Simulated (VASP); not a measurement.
The system is GaN.

```xyz
2
Lattice="0.0000 2.1815 2.1815 2.1815 0.0000 2.1815 2.1815 2.1815 0.0000" Properties=species:S:1:pos:R:3 pbc="T T T"
Ga    0.0000    0.0000    0.0000
N     1.0907    1.0907    1.0907
```

This cell differs from its parent crystal: strain -3.0%.

Base run:

| Item | Value |
| --- | --- |
| Program | VASP 6.6.1 |
| Functional | HSE06 |
| Potentials or basis | VASP PAW PBE potentials, release 64 (Ga_d, N) |
| Cutoff | 520 eV |
| k mesh | 6 × 6 × 6 |
| Occupations | gaussian, width 0.01 eV |
| Spin | no spin polarisation |

Its results: band gap on the k mesh 3.70 eV, direct; pressure 21.7 GPa.

The run is repeated on the same cell with these changes: functional from HSE06 to PBE. What comes out?

Band gap on the k mesh 2.35 eV, direct; pressure 28.1 GPa.

HSE06 gives the wider gap, since exact exchange removes part of the self-interaction.

Caveats: the PAW data sets were made with another functional, which shifts forces and pressure a little (some runs).

